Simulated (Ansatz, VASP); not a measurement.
# Two plane-wave programs on KAgCl2

INCAR

```
SYSTEM = KAgCl2
PREC = Accurate ; ENCUT = 520
EDIFF = 1E-6 ; ISMEAR = 0
SIGMA = 0.01 ; LREAL = .FALSE.
LASPH = .TRUE. ; NELM = 100
ALGO = Normal ; ISIF = 2
LWAVE = .FALSE. ; LCHARG = .FALSE.
GGA = PE ; NBANDS = 25
```

KPOINTS

```
regular mesh
0
G
  8 8 8
  0 0 0
```

Contents of POSCAR:

```
KAgCl2
1.0
    2.0982415919      1.2114203479      6.6716870356
   -2.0982415919      1.2114203479      6.6716870356
    0.0000000000     -2.4228406959      6.6716870356
K Ag Cl
1 1 2
Direct
    1.0000000000      0.0000000000      0.0000000000
    0.5000000000      0.5000000000      0.5000000000
    0.2383450504      0.2383450504      0.2383450504
    0.7616549496      0.7616549496      0.7616549496
```

Input for Ansatz:

```yaml
crystal:
  lattice:
    - [2.0982415919, 1.2114203479, 6.6716870356]
    - [-2.0982415919, 1.2114203479, 6.6716870356]
    - [0.0, -2.4228406959, 6.6716870356]
  atoms:
    - { symbol: K, position: [1.0, 0.0, 0.0] }
    - { symbol: Ag, position: [0.5, 0.5, 0.5] }
    - { symbol: Cl, position: [0.2383450504, 0.2383450504, 0.2383450504] }
    - { symbol: Cl, position: [0.7616549496, 0.7616549496, 0.7616549496] }
kpoints:
  mp_grid: { grid: [8, 8, 8] }
  band_path:
    path:
      - [0.0, 0.0, 0.0]
      - [0.5, 0.5, 0.5]
      - [0.8113533612, 0.1886466388, 0.5]
      - [0.5, -0.1886466388, 0.1886466388]
      - [0.5, 0.0, 0.0]
      - [0.3443233194, -0.3443233194, 0.0]
      - [0.6556766806, 0.0, 0.3443233194]
      - [0.5, 0.0, 0.5]
    npoints: 1
hamiltonian:
  xc: pbe
scf:
  occupations: { method: fixed }
  n_extra_bands: 5
output:
  forces: true
  stress: true
  eigenvalues: true
```

Alike in both runs: task single point; functional PBE; k mesh 8 × 8 × 8; no spin polarisation.

|  | VASP | Ansatz |
| --- | --- | --- |
| version | VASP 6.6.1 | Ansatz 0.2.0 |
| potentials or method | VASP PAW PBE potentials, release 64 (K_sv, Ag, Cl) | plane waves, PAW |
| plane-wave cutoff (eV) | 520 | 420 |
| occupations | gaussian, width 0.01 eV | fixed |
| valence electrons in the cell | 34 | 42 |

|  | VASP | Ansatz | Ansatz less VASP |
| --- | --- | --- | --- |
| gap on the k mesh at the Fermi level (eV) | 2.57 | 2.58 | +0.005 |
| pressure (GPa) | 1.1 | 1.2 | +0.03 |
| traceless stress, the component that is largest in VASP (GPa) | -0.12 | -0.13 | -0.014 |
| rms of the force components (eV/Å) | 0.001 | 0.007 | +0.0059 |

Atom by atom the forces differ by 0.006 eV/Å (rms over components). VASP's potentials hold 34 valence electrons a cell and Ansatz's 42, so a difference there can come from the potentials and not from the codes.
